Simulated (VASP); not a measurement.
# Li (Fd-3m) in VASP: notebook

Li is run at these levels: revPBE; tasks: single point.

All numbers are computed with VASP 6.6.1; they aren't measurements. Logs are shortened: lines on timing, memory, paths and dates and some standing lists are left out, and cuts for length are marked.

## (1) The cell of the first run

Symmetry: Fd-3m, No. 227, cubic system. Conventional cell: a = 5.767 Å, b = 5.767 Å, c = 5.767 Å, α = 90.00°, β = 90.00°, γ = 90.00°. Within 3.3 Å of Li (site symmetry -43m) lie 4 Li at 2.50 Å.

## (2) Single point, revPBE (volume scaled by 0.88)

INCAR reads:

```
SYSTEM = Li
PREC     = Accurate       ! precision mode
ENCUT    = 520            ! plane-wave cutoff, eV
EDIFF    = 1E-7           ! SCF threshold, eV
ISMEAR   = -1             ! smearing method
SIGMA    = 0.1            ! smearing width, eV
LREAL    = .False.        ! projectors in reciprocal space
LASPH    = .True.         ! aspherical terms in the spheres
NELM     = 80             ! most SCF steps
ALGO     = Normal         ! electronic algorithm
ISIF     = 2              ! what is computed and relaxed
LWAVE    = .False.        ! write WAVECAR
LCHARG   = .True.         ! write CHGCAR
GGA      = RE             ! functional
LELF     = .True.         ! ELF
LVHAR    = .True.       
NBANDS   = 10             ! bands
```

KPOINTS reads:

```
Automatic mesh
0
Gamma
  10 10 10
  0 0 0
```

POSCAR reads:

```
Li
1.0
    0.0000000000      2.8836911880      2.8836911880
    2.8836911880      0.0000000000      2.8836911880
    2.8836911880      2.8836911880      0.0000000000
Li
2
Direct
    0.1250000000      0.1250000000      0.1250000000
    0.8750000000      0.8750000000      0.8750000000
```

Potentials or basis: VASP PAW PBE potentials, release 64 (Li_sv).

Command:

```sh
$ cat potpaw_PBE.64/Li_sv/POTCAR > POTCAR
$ mpirun -np 1 vasp_std > vasp.out
```

OUTCAR:

```text
SYSTEM = Li
   PREC = Accurate
   ENCUT = 520
   EDIFF = 1E-7
   ISMEAR = -1
   LREAL = .False.
   LASPH = .True.
   NELM = 80
   ISIF = 2
   GGA = RE

 ion  position               nearest neighbor table
   1  0.125  0.125  0.125-   2 2.50   2 2.50   2 2.50   2 2.50
   2  0.875  0.875  0.875-   1 2.50   1 2.50   1 2.50   1 2.50

  LATTYP: Found a face centered cubic cell.
 ALAT       =     5.7673823760

  Lattice vectors:

 A1 = (   0.0000000000,   2.8836911880,   2.8836911880)
 A2 = (   2.8836911880,   0.0000000000,   2.8836911880)
 A3 = (   2.8836911880,   2.8836911880,   0.0000000000)

Analysis of symmetry for initial positions (statically):
=====================================================================
 Subroutine PRICEL returns:
 Original cell was already a primitive cell.

 Routine SETGRP: Setting up the symmetry group for a
 face centered cubic supercell.

 Subroutine GETGRP returns: Found 48 space group operations
 (whereof 12 operations were pure point group operations)
 out of a pool of 48 trial point group operations.

The static configuration has the point symmetry D_3d.
 The point group associated with its full space group is O_h .

Analysis of symmetry for dynamics (positions and initial velocities):
=====================================================================
 Subroutine PRICEL returns:
 Original cell was already a primitive cell.

 Routine SETGRP: Setting up the symmetry group for a
 face centered cubic supercell.

 Subroutine GETGRP returns: Found 48 space group operations
 (whereof 12 operations were pure point group operations)
 out of a pool of 48 trial point group operations.

The dynamic configuration has the point symmetry D_3d.
 The point group associated with its full space group is O_h .

 Subroutine INISYM returns: Found 48 space group operations
 (whereof 12 operations are pure point group operations),
 and found     1 'primitive' translations

----------------------------------------------------------------------------------------

                                     Primitive cell

  volume of cell :      47.9597

  direct lattice vectors                    reciprocal lattice vectors
     0.000000000  2.883691188  2.883691188    -0.173388885  0.173388885  0.173388885
     2.883691188  0.000000000  2.883691188     0.173388885 -0.173388885  0.173388885
     2.883691188  2.883691188  0.000000000     0.173388885  0.173388885 -0.173388885

  length of vectors
     4.078155188  4.078155188  4.078155188     0.300318358  0.300318358  0.300318358

  position of ions in fractional coordinates (direct lattice)
     0.125000000  0.125000000  0.125000000
     0.875000000  0.875000000  0.875000000

  ion indices of the primitive-cell ions
   primitive index   ion index
                 1           1
                 2           2

----------------------------------------------------------------------------------------

 KPOINTS: Automatic mesh

Automatic generation of k-mesh.
 Grid dimensions read from file:
 generate k-points for:   10   10   10

 Generating k-lattice:

  Cartesian coordinates                     Fractional coordinates (reciprocal lattice)
    -0.017338889  0.017338889  0.017338889     0.100000000  0.000000000  0.000000000
     0.017338889 -0.017338889  0.017338889     0.000000000  0.100000000  0.000000000
     0.017338889  0.017338889 -0.017338889     0.000000000  0.000000000  0.100000000

  Length of vectors
     0.030031836  0.030031836  0.030031836

  Shift w.r.t. Gamma in fractional coordinates (k-lattice)
     0.000000000  0.000000000  0.000000000

 Subroutine IBZKPT returns following result:
 ===========================================

 Found     47 irreducible k-points:

 Following reciprocal coordinates:
            Coordinates               Weight
  0.000000  0.000000  0.000000      1.000000
  0.100000  0.000000  0.000000      8.000000
  0.200000  0.000000  0.000000      8.000000
  0.300000  0.000000  0.000000      8.000000
  0.400000  0.000000  0.000000      8.000000
  0.500000  0.000000  0.000000      4.000000
[... 16 lines left out ...]
  0.300000  0.300000  0.000000      6.000000
  0.400000  0.300000  0.000000     24.000000
 [... further k-points ...]
   k-points           NKPTS =     47   k-points in BZ     NKDIM =     47   number of bands    NBANDS=     10
   number of dos      NEDOS =    301   number of ions     NIONS =      2
   total plane-waves  NPLWV =  27000
   dimension x,y,z NGX =    30 NGY =   30 NGZ =   30
   dimension x,y,z NGXF=    60 NGYF=   60 NGZF=   60
   ions per type =               2
   NGX,Y,Z   is equivalent  to a cutoff of  12.23, 12.23, 12.23 a.u.
   NGXF,Y,Z  is equivalent  to a cutoff of  24.46, 24.46, 24.46 a.u.
 SYSTEM =  Li
   PREC   = accura    normal or accurate (medium, high low for compatibility)
   ISTART =      0    job   : 0-new  1-cont  2-samecut
   ICHARG =      2    charge: 1-file 2-atom 10-const
   ISPIN  =      1    spin polarized calculation?
   LNONCOLLINEAR =      F non collinear calculations
   LSORBIT =      F    spin-orbit coupling
   LASPH  =      T    aspherical Exc in radial PAW
   ENCUT  =  520.0 eV  38.22 Ry    6.18 a.u.   7.58  7.58  7.58*2*pi/ulx,y,z
   NELM   =     80;   NELMIN=  2; NELMDL= -5     # of ELM steps
   EDIFF  = 0.1E-06   stopping-criterion for ELM
   LREAL  =      F    real-space projection
   EDIFFG = 0.1E-05   stopping-criterion for IOM
   NSW    =      0    number of steps for IOM
   IBRION =     -1    ionic relax: 0-MD 1-quasi-New 2-CG
   NFREE  =      0    steps in history (QN), initial steepest desc. (CG)
   ISIF   =      2    stress and relaxation
   ISYM   =      2    0-nonsym 1-usesym 2-fastsym
   POTIM  = 0.5000    time-step for ionic-motion
   TEBEG  =    0.0;   TEEND  =   0.0 temperature during run
   PSTRESS=    0.0 pullay stress
   NELECT =       6.0000    total number of electrons
   NUPDOWN=      -1.0000    fix difference up-down
   EMIN   =  10.00;   EMAX   =-10.00  energy-range for DOS
   EFERMI =   0.00;   METHOD = LEGACY
   ISMEAR =    -1;   SIGMA  =   0.10  broadening in eV -4-tet -1-fermi 0-gaus
   EFERMI_NEDOS =   21; number of points for ismear=-14 and -15
   IALGO  =     38    algorithm
   IMIX   =      4    mixing-type and parameters
     AMIX     =   0.40;   BMIX     =  1.00
     AMIX_MAG =   1.60;   BMIX_MAG =  1.00
  volume/ion in A,a.u.               =      23.98       161.82
  Fermi-wavevector in a.u.,A,eV,Ry     =   0.818779  1.547267  9.121325  0.670398
  Thomas-Fermi vector in A             =   1.929466
   LORBIT       =      0    0 simple, 1 ext, 2 COOP (PROOUT), +10 PAW based schemes
   GGA     = RE    functional components
   LHFCALC =     F    Hartree Fock is set to
   AEXX    =    0.0000 exact exchange contribution
   IVDW    =     0    specifies the selected vdW correction
   LEPSILON=     F    determine dielectric tensor
   LRPA    =     F    only Hartree local field effects (RPA)
 non-spin polarized calculation
  energy-cutoff  :      520.00
  volume of cell :       47.96
 maximum number of plane-waves:      1308
   NGX = 15   NGY = 15   NGZ = 15

 number of electron       6.0000008 magnetization

 Free energy of the ion-electron system (eV)
  ---------------------------------------------------
  ext. energy  EPLUGINS =         0.00000000
  ---------------------------------------------------
  free energy    TOTEN  =        -2.59855359 eV

  energy without entropy =       -2.57457290  energy(sigma->0) =       -2.58656325

 E-fermi :   0.4643     XC(G=0):  -6.5590

 val. band max:        0.4110629212   @ k =  -0.4000   0.2000   0.1000
 cond. band min:       0.5475009135   @ k =   0.5000   0.5000   0.0000
 fundamental gap:      0.1364379923
 Fermi energy:         0.4643294451

 k-point     1 :       0.0000    0.0000    0.0000
  band No.  band energies     occupation
      1     -47.4986      2.00000
      2     -47.4063      2.00000
      3      -3.0315      2.00000
      4       6.3531      0.00000
      5       6.3533      0.00000
      6       6.3533      0.00000
      7       7.4424      0.00000
      8       7.4424      0.00000
      9       7.4424      0.00000
     10      12.2875      0.00000

 k-point     2 :       0.1000    0.0000    0.0000
  band No.  band energies     occupation
      1     -47.4970      2.00000
      2     -47.4082      2.00000
      3      -2.9275      2.00000
      4       5.2221      0.00000
      5       5.9921      0.00000
      6       5.9921      0.00000
      7       7.9007      0.00000
      8       7.9007      0.00000
      9       8.3977      0.00000
     10      11.4064      0.00000

 k-point     3 :       0.2000    0.0000    0.0000
  band No.  band energies     occupation
      1     -47.4922      2.00000
      2     -47.4129      2.00000
      3      -2.6160      2.00000
      4       3.6788      0.00000
      5       5.5071      0.00000
      6       5.5072      0.00000
      7       8.4012      0.00000
      8       8.4013      0.00000
      9       9.4250      0.00000
     10      10.5663      0.00000

 k-point     4 :       0.3000    0.0000    0.0000
  band No.  band energies     occupation
      1     -47.4853      2.00000
      2     -47.4195      2.00000
      3      -2.1038      2.00000
      4       2.2139      0.00000
      5       5.1610      0.00000
      6       5.1610      0.00000
      7       8.2321      0.00000
      8       8.2322      0.00000
      9       9.9933      0.00000
     10      10.1249      0.00000

 k-point     5 :       0.4000    0.0000    0.0000
  band No.  band energies     occupation
      1     -47.4785      2.00000
      2     -47.4262      2.00000
      3      -1.4201      2.00000
      4       0.9377      0.01744
      5       4.9681      0.00000
      6       4.9682      0.00000
      7       7.8685      0.00000
      8       7.8685      0.00000
      9       9.6686      0.00000
     10      10.5267      0.00000

 k-point     6 :       0.5000    0.0000    0.0000
  band No.  band energies     occupation
      1     -47.4754      2.00000
      2     -47.4294      2.00000
      3      -0.8739      2.00000
      4       0.1912      1.87769
      5       4.9080      0.00000
      6       4.9081      0.00000
      7       7.7185      0.00000
      8       7.7186      0.00000
      9       9.5622      0.00000
     10      10.6617      0.00000
[... 183 lines left out ...]
 k-point    21 :      -0.3000    0.2000    0.0000
  band No.  band energies     occupation
      1     -47.4754      2.00000
      2     -47.4292      2.00000
      3      -1.2834      2.00000
      4       1.6642      0.00001
      5       2.9300      0.00000
      6       4.6537      0.00000
      7       7.5033      0.00000
      8       9.2026      0.00000
      9      10.8712      0.00000
     10      11.1693      0.00000

 k-point    22 :      -0.2000    0.2000    0.0000
  band No.  band energies     occupation
      1     -47.4826      2.00000
      2     -47.4222      2.00000
      3      -1.9246      2.00000
      4       2.9508      0.00000
      5       3.0057      0.00000
      6       5.2873      0.00000
      7       8.1043      0.00000
      8       8.8226      0.00000
      9      10.1811      0.00000
     10      10.3412      0.00000

 k-point    23 :       0.3000    0.3000    0.0000
  band No.  band energies     occupation
      1     -47.4794      2.00000
      2     -47.4252      2.00000
      3      -1.7623      2.00000
      4       3.4531      0.00000
      5       3.4531      0.00000
      6       3.8897      0.00000
      7       6.7573      0.00000
      8       6.7896      0.00000
      9      11.8826      0.00000
     10      11.8827      0.00000

 k-point    24 :       0.4000    0.3000    0.0000
  band No.  band energies     occupation
      1     -47.4727      2.00000
      2     -47.4318      2.00000
      3      -1.2330      2.00000
      4       2.6892      0.00000
      5       3.0627      0.00000
      6       3.2388      0.00000
      7       6.6071      0.00000
      8       7.2040      0.00000
      9      12.0538      0.00000
     10      12.6110      0.00000

 [... further k-points ...]
[... 5 lines left out ...]
  --------------------------------------------------------------------------------------
  -------------------------------------------------------------------------------------
  Total        0.2194983      0.2194983      0.2194983     -0.0000000     -0.0000000     -0.0000000
  in kB        7.3327259      7.3327259      7.3327259     -0.0000000     -0.0000000     -0.0000000
  external PRESSURE =       7.3327259 kB  Pullay stress =       0.0000000 kB

 VOLUME and BASIS-vectors are now :
 -----------------------------------------------------------------------------
  energy-cutoff  :      520.00
  volume of cell :       47.96
      direct lattice vectors                 reciprocal lattice vectors
     0.000000000  2.883691188  2.883691188    -0.173388885  0.173388885  0.173388885
     2.883691188  0.000000000  2.883691188     0.173388885 -0.173388885  0.173388885
     2.883691188  2.883691188  0.000000000     0.173388885  0.173388885 -0.173388885

 POSITION                                       TOTAL-FORCE (eV/Angst)
 -----------------------------------------------------------------------------------
      0.72092      0.72092      0.72092         0.000000     -0.000000     -0.000000
      5.04646      5.04646      5.04646        -0.000000      0.000000      0.000000
 -----------------------------------------------------------------------------------
    total drift:                                0.000000      0.000000      0.000000

  FREE ENERGIE OF THE ION-ELECTRON SYSTEM (eV)
  ---------------------------------------------------
  free  energy   TOTEN  =        -2.5985535890 eV

  energy  without entropy=       -2.5745729046  energy(sigma->0) =       -2.58656325
```

Run time: 18 s. Hardware: 1 thread of Intel Xeon Platinum 8259CL at 2.50GHz (Skylake/Cascade Lake), shared host; peak memory 0.16 GiB.

What came out:

```
Free energy            : -2.5986 eV
Band gap on the k mesh : zero (band 3 reaches 0.94 eV, above the bottom of band 4 at 0.19 eV)
```

Caveat: the cutoff is under 1.25 times the usual one of these potentials, so pressure, stress and relaxed cells hold a basis-set (Pulay) error; the PAW data sets were made with another functional, which shifts forces and pressure a little.

## (3) Single point, revPBE (volume scaled by 0.92)

INCAR reads:

```
PREC = Accurate
ENCUT = 520
EDIFF = 1E-7
ISMEAR = -1
SIGMA = 0.1
LREAL = F
LASPH = T
NELM = 60
ALGO = Normal
ISIF = 2
LWAVE = F
LCHARG = T
GGA = RE
LELF = T
LVHAR = T
NBANDS = 10
```

KPOINTS reads:

```
Automatic mesh
0
Gamma
  10 10 10
```

POSCAR reads:

```
Li
1.0
    0.0000000000      2.9267377013      2.9267377013
    2.9267377013      0.0000000000      2.9267377013
    2.9267377013      2.9267377013      0.0000000000
Li
2
Direct
    0.1250000000      0.1250000000      0.1250000000
    0.8750000000      0.8750000000      0.8750000000
```

Potentials or basis: VASP PAW PBE potentials, release 64 (Li_sv).

Command:

```sh
$ cat potpaw_PBE.64/Li_sv/POTCAR > POTCAR
$ mpirun -np 1 vasp_std > vasp.out
```

It took 14 s on 1 thread of Intel Xeon Platinum 8259CL at 2.50GHz (Skylake/Cascade Lake), shared host; peak memory 0.16 GiB.

The run converged. Its results:

* Free energy: -2.6077 eV
* Band gap on the k mesh: zero (band 3 reaches 0.82 eV, above the bottom of band 4 at 0.02 eV)

Levels at points of the mesh, in eV from the Fermi level:
```csv
k point,band 1,band 2,band 3,band 4,band 5,band 6,band 7,band 8
"(0.00, 0.00, 0.00)",-47.95,-47.87,-3.41,5.73,5.73,5.73,6.81,6.81
"(0.50, 0.00, 0.00)",-47.93,-47.89,-1.26,-0.30,4.33,4.33,7.09,7.09
"(0.50, 0.50, 0.00)",-47.91,-47.91,0.09,0.09,2.28,2.28,5.73,5.73
```

Caveat: the cutoff is under 1.25 times the usual one of these potentials, so pressure, stress and relaxed cells hold a basis-set (Pulay) error; the PAW data sets were made with another functional, which shifts forces and pressure a little.

(Continued in part 2 of 2.)
